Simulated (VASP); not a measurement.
# SnO2 (P1) in VASP: a series of runs, part 2 of 3

VASP 6.6.1. The steps go on from the part before.

## (3) Single point, PBE

Contents of INCAR:

```
SYSTEM = SnO2
PREC = Accurate
ENCUT = 520
EDIFF = 1E-6
ISMEAR = -1
SIGMA = 0.112
LREAL = Auto
LASPH = .TRUE.
NELM = 60
ALGO = Normal
ISIF = 2
LWAVE = .FALSE.
LCHARG = .FALSE.
GGA = PE
NBANDS = 122
```

Contents of KPOINTS:

```
Automatic mesh
0
G
  2 2 2
  0 0 0
```

Contents of POSCAR:

```
SnO2
1.0
    0.0000000000      5.0669339408      5.0669339408
    5.0669339408      0.0000000000      5.0669339408
    5.0669339408      5.0669339408      0.0000000000
Sn O
8 16
Direct
   -0.0041888251      0.0134717565      0.0096124206
   -0.0058360737     -0.0128634004      0.5038107917
    0.0026178553      0.4882342120      0.0097310327
   -0.0040037033      0.5189865372      0.4866589004
    0.5051167096     -0.0025690092     -0.0022273825
    0.5128863984     -0.0265037006      0.5037814840
    0.4850247761      0.5369210516     -0.0028414620
    0.5203090332      0.4796783476      0.4862205683
    0.1696002968      0.1011371978      0.1577714471
    0.3722076352      0.3893434418      0.3469900181
    0.1182310658      0.1538245829      0.6102487295
    0.3624449265      0.4067754828      0.8842145077
    0.0750155823      0.6651487940      0.1286801856
    0.3800755097      0.8246327165      0.4113099804
    0.1463822123      0.5869766677      0.6142973318
    0.3516935529      0.8784675411      0.8854743426
    0.6376822824      0.1039796465      0.1072571710
    0.8662587773      0.3795358342      0.3631943936
    0.5862413117      0.1436837363      0.6220282397
    0.8528227426      0.3878743088      0.9132156752
    0.6071171513      0.6475785038      0.1208591837
    0.8550672953      0.9008738920      0.3747369755
    0.6623022994      0.6077560979      0.6388561678
    0.8683651793      0.8568718382      0.8598483917
```

Potentials or basis: VASP PAW PBE potentials, release 64 (Sn_d, O).

The run is started by

```bash
cat potpaw_PBE.64/Sn_d/POTCAR potpaw_PBE.64/O/POTCAR > POTCAR
mpirun -np 1 vasp_std > vasp.out
```

OUTCAR:

```text
SYSTEM = SnO2
   PREC = Accurate
   ENCUT = 520
   EDIFF = 1E-6
   ISMEAR = -1
   LREAL = Auto
   LASPH = .TRUE.
   NELM = 60
   ISIF = 2
   GGA = PE

 ion  position               nearest neighbor table
   1  0.996  0.013  0.010-  13 2.05  16 2.09  17 2.12  22 2.14  20 2.20  11 2.34   9 2.42  24 2.54
                             3 3.43   2 3.45   7 3.46   4 3.48   6 3.51   5 3.55   5 3.62   6 3.67
   2  0.994  0.987  0.504-   9 2.07  22 2.08  24 2.09  14 2.27  18 2.30  11 2.33  15 2.35  19 2.39
                             4 3.41   1 3.45   8 3.46   6 3.50   5 3.52   3 3.57   3 3.60   5 3.64
   3  0.003  0.488  0.010-  20 2.04  18 2.07  12 2.12  24 2.17  13 2.19   9 2.29  21 2.32  15 2.32
                             1 3.43   8 3.44   4 3.51   5 3.56   2 3.57   7 3.59   7 3.60   2 3.60
   4  0.996  0.519  0.487-  23 1.97  15 2.05  13 2.11  11 2.14  10 2.20  22 2.24  18 2.30  20 2.50
                             6 3.36   2 3.41   1 3.48   7 3.51   3 3.51   8 3.56   8 3.62   7 3.66
   5  0.505  0.997  0.998-   9 1.99  17 2.04  21 2.05  24 2.14  19 2.22  16 2.26  12 2.40  14 2.43
                             7 3.38   2 3.52   1 3.55   3 3.56   8 3.56   6 3.57   6 3.60   3 3.61
   6  0.513  0.973  0.504-  22 2.02  19 2.15  23 2.16  14 2.20  16 2.25  17 2.32  11 2.33  10 2.44
                             7 3.34   4 3.36   2 3.50   1 3.51   5 3.57   8 3.58   8 3.59   5 3.60
   7  0.485  0.537  0.997-  16 2.00  10 2.06  21 2.09  23 2.13  12 2.14  20 2.17  13 2.40  17 2.54
                             6 3.34   5 3.38   8 3.44   1 3.46   4 3.51   3 3.59   3 3.60   4 3.66
   8  0.520  0.480  0.486-  19 1.99  18 2.03  14 2.03  21 2.16  15 2.19  10 2.22  12 2.36  23 2.47
                             3 3.44   7 3.44   2 3.46   4 3.56   5 3.56   6 3.58   6 3.59   5 3.61
   9  0.170  0.101  0.158-   5 1.99   2 2.07   3 2.29   1 2.42
  10  0.372  0.389  0.347-   7 2.06   4 2.20   8 2.22   6 2.44
  11  0.118  0.154  0.610-   4 2.14   6 2.33   2 2.33   1 2.34
  12  0.362  0.407  0.884-   3 2.12   7 2.14   8 2.36   5 2.40
  13  0.075  0.665  0.129-   1 2.05   4 2.11   3 2.19   7 2.40
  14  0.380  0.825  0.411-   8 2.03   6 2.20   2 2.27   5 2.43
[... 8 lines left out ...]
  23  0.662  0.608  0.639-   4 1.97   7 2.13   6 2.16   8 2.47
  24  0.868  0.857  0.860-   2 2.09   5 2.14   3 2.17   1 2.54

  LATTYP: Found a face centered cubic cell.
 ALAT       =    10.1338678816

  Lattice vectors:

 A1 = (   0.0000000000,   5.0669339408,   5.0669339408)
 A2 = (   5.0669339408,   0.0000000000,   5.0669339408)
[... 186 lines left out ...]
 non-spin polarized calculation
  energy-cutoff  :      520.00
  volume of cell :      260.18
 maximum number of plane-waves:      7046
 NGX is ok and might be reduce to    54
   NGX = 27   NGY = 27   NGZ = 27

 number of electron     207.9999997 magnetization

 Free energy of the ion-electron system (eV)
  ---------------------------------------------------
  ext. energy  EPLUGINS =         0.00000000
  ---------------------------------------------------
  free energy    TOTEN  =      -140.72121962 eV

  energy without entropy =     -140.65021565  energy(sigma->0) =     -140.68571763

 E-fermi :   8.4330     XC(G=0): -11.9244

 val. band max:        8.2510099371   @ k =   0.5000   0.0000   0.5000
 cond. band min:       8.4437802811   @ k =   0.0000   0.0000   0.0000
 fundamental gap:      0.1927703439
 Fermi energy:         8.4329744309

 k-point     1 :       0.0000    0.0000    0.0000
  band No.  band energies     occupation
      1     -13.5000      2.00000
      2     -13.3701      2.00000
      3     -13.3181      2.00000
      4     -13.2586      2.00000
      5     -13.1685      2.00000
      6     -13.1547      2.00000
[... 941 lines left out ...]
    115      15.5479      0.00000
    116      15.6880      0.00000
 [bands above 116 left out]

------------------------ aborting loop because EDIFF is reached ----------------------------------------

  FORCE on cell =-STRESS in cart. coord.  units (eV):
  Direction    XX          YY          ZZ          XY          YZ          ZX
  --------------------------------------------------------------------------------------
  -------------------------------------------------------------------------------------
  Total       27.8383626     26.1475243     26.5683404     -1.9011914      0.7016535     -1.3334390
  in kB      171.4306797    161.0183734    163.6097901    -11.7076764      4.3208337     -8.2114152
  external PRESSURE =     165.3529477 kB  Pullay stress =       0.0000000 kB

 VOLUME and BASIS-vectors are now :
 -----------------------------------------------------------------------------
  energy-cutoff  :      520.00
  volume of cell :      260.18
      direct lattice vectors                 reciprocal lattice vectors
     0.000000000  5.066933941  5.066933941    -0.098679005  0.098679005  0.098679005
     5.066933941  0.000000000  5.066933941     0.098679005 -0.098679005  0.098679005
     5.066933941  5.066933941  0.000000000     0.098679005  0.098679005 -0.098679005

 POSITION                                       TOTAL-FORCE (eV/Angst)
 -----------------------------------------------------------------------------------
      0.11697      5.09441      5.11397        -0.163912     -2.240829      0.351445
      7.55453      7.59014     10.03912         0.764947      2.252358      0.830964
      2.52316      0.06257      2.48711        -0.061446     -0.702287      1.689434
      5.09554      7.51252      7.67632        -1.975063      1.936418      0.314551
     10.10956      7.61504      7.61331        -0.098971      0.487860      1.102005
      7.48527      5.15139      7.53140         1.121416     -3.205396     -0.925638
[... 16 lines left out ...]
      6.31650      6.59288      6.43530         0.773999     -1.351979     -0.492964
      8.69851      8.75674      8.74166        -1.115305     -0.890412      1.494083
 -----------------------------------------------------------------------------------
    total drift:                                0.008236     -0.010177     -0.011688

  FREE ENERGIE OF THE ION-ELECTRON SYSTEM (eV)
  ---------------------------------------------------
  free  energy   TOTEN  =      -140.7212196152 eV

  energy  without entropy=     -140.6502156533  energy(sigma->0) =     -140.68571763
```

OSZICAR:

```text
N       E                     dE             d eps       ncg     rms          rms(c)
DAV:   1     0.402322084902E+04    0.40232E+04   -0.86073E+04  2192   0.283E+03
DAV:   2     0.900782907797E+03   -0.31224E+04   -0.29759E+04  1952   0.910E+02
DAV:   3    -0.499872072504E+02   -0.95077E+03   -0.89433E+03  2124   0.338E+02
DAV:   4    -0.163063594985E+03   -0.11308E+03   -0.11067E+03  2376   0.127E+02
DAV:   5    -0.166939821044E+03   -0.38762E+01   -0.38485E+01  2312   0.244E+01    0.315E+01
DAV:   6    -0.139901474597E+03    0.27038E+02   -0.94878E+01  3008   0.781E+01    0.103E+01
DAV:   7    -0.140864341929E+03   -0.96287E+00   -0.13792E+01  2136   0.114E+01    0.649E+00
DAV:   8    -0.140823681470E+03    0.40660E-01   -0.19185E+00  2680   0.896E+00    0.210E+00
DAV:   9    -0.140713138147E+03    0.11054E+00   -0.41962E-01  2832   0.493E+00    0.413E-01
DAV:  10    -0.140718930147E+03   -0.57920E-02   -0.80240E-02  2648   0.134E+00    0.274E-01
DAV:  11    -0.140720456354E+03   -0.15262E-02   -0.90241E-03  2608   0.469E-01    0.204E-01
DAV:  12    -0.140721171731E+03   -0.71538E-03   -0.24797E-03  2688   0.242E-01    0.602E-02
DAV:  13    -0.140721203898E+03   -0.32167E-04   -0.24349E-04  2544   0.903E-02    0.323E-02
DAV:  14    -0.140721210300E+03   -0.64023E-05   -0.95666E-05  2368   0.413E-02    0.134E-02
DAV:  15    -0.140721218516E+03   -0.82162E-05   -0.17000E-05  2176   0.210E-02    0.700E-03
DAV:  16    -0.140721219955E+03   -0.14385E-05   -0.59308E-06  1976   0.157E-02    0.269E-03
DAV:  17    -0.140721219615E+03    0.33974E-06   -0.15977E-06  1264   0.803E-03
   1 F= -.14072122E+03 E0= -.14068572E+03  d E =-.710040E-01
```

It took 10 min on 1 thread of Intel Xeon Platinum 8259CL at 2.50GHz (Skylake/Cascade Lake), shared host; peak memory 0.46 GiB.

Results:

- Free energy: -140.7212 eV
- Pressure: 16.5 GPa
- Largest force: 3.520 eV/Å
- Band gap on the k mesh: 0.19 eV, indirect (least direct gap 0.25 eV)

Forces in eV/Å, atoms in the order of the input:
```
Sn  -0.164 -2.241  0.351
Sn   0.765  2.252  0.831
Sn  -0.061 -0.702  1.689
Sn  -1.975  1.936  0.315
Sn  -0.099  0.488  1.102
Sn   1.121 -3.205 -0.926
Sn  -1.786  1.134 -2.220
Sn   2.195 -1.858 -0.742
O    0.189 -2.471 -0.691
O   -1.684 -0.194  0.170
O    0.006  0.522 -1.203
O   -0.339  0.010  0.304
O   -0.115  0.795 -0.541
O    2.300  1.047  1.401
O    1.088 -0.699 -0.640
O   -0.281 -1.070  1.155
O    0.537  0.441 -0.372
O   -0.465  0.699 -0.704
O    0.062  1.761 -0.923
O   -1.447  2.116 -1.040
O    0.282  0.349  0.136
O    0.213  1.133  1.547
O    0.774 -1.352 -0.493
O   -1.115 -0.890  1.494
```

Caveat: the k points lie up to 0.54 Å⁻¹ apart; spin-orbit coupling is left out, which moves the levels of the heavy elements; forces of over 1 eV/Å act on the atoms, so gaps and moduli don't describe the material at rest. A k mesh can miss the band edges.

(Part 2 of 3 ends here.)
